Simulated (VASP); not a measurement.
Runs of VASP 6.6.1 on As. The structure is that of space group Pm-3m (No. 221), or close to it. The cells are those of the table. 

| task | level | cell | k mesh | cutoff (eV) | smearing | gap on the mesh (eV) | pressure (GPa) |
| --- | --- | --- | --- | --- | --- | --- | --- |
| single point | PBEsol | a = 3.022 Å, 1 atom | 14 × 14 × 14 | 500 | gaussian 0.1 eV | none | (a) |
| single point | PBEsol | a = 2.689 Å, 1 atom | 16 × 16 × 16 | 520 | gaussian 0.1 eV | none | (b) |
| single point | PBEsol | a = 3.022 Å, 1 atom | 6 × 6 × 6 | 500 | gaussian 0.1 eV | none | -14.2 |
| single point | PBEsol | a = 3.010 Å, 1 atom | 14 × 14 × 14 | 520 | gaussian 0.1 eV | none | -14.4 |
| single point | revPBE | a = 3.022 Å, 1 atom | 14 × 14 × 14 | 500 | methfessel-paxton 0.1 eV | none | -11.5 |
| relaxation of cell and atoms | PBEsol | relaxed from a = 2.759 Å, 1 atom | 16 × 16 × 16 | 600 | gaussian 0.1 eV | none | 0.0 |

Alike in all rows: potentials or basis VASP PAW PBE potentials, release 64 (As); no spin polarisation.

Question: Estimate the missing entries.

Answer: (a) -14.5; (b) 0.3.

Caveats: the PAW data sets were made with another functional, which shifts forces and pressure a little.

A k mesh can miss the band edges, and the runs leave out spin-orbit coupling on As.

A gap of «none» marks levels without a gap at the run's occupations.
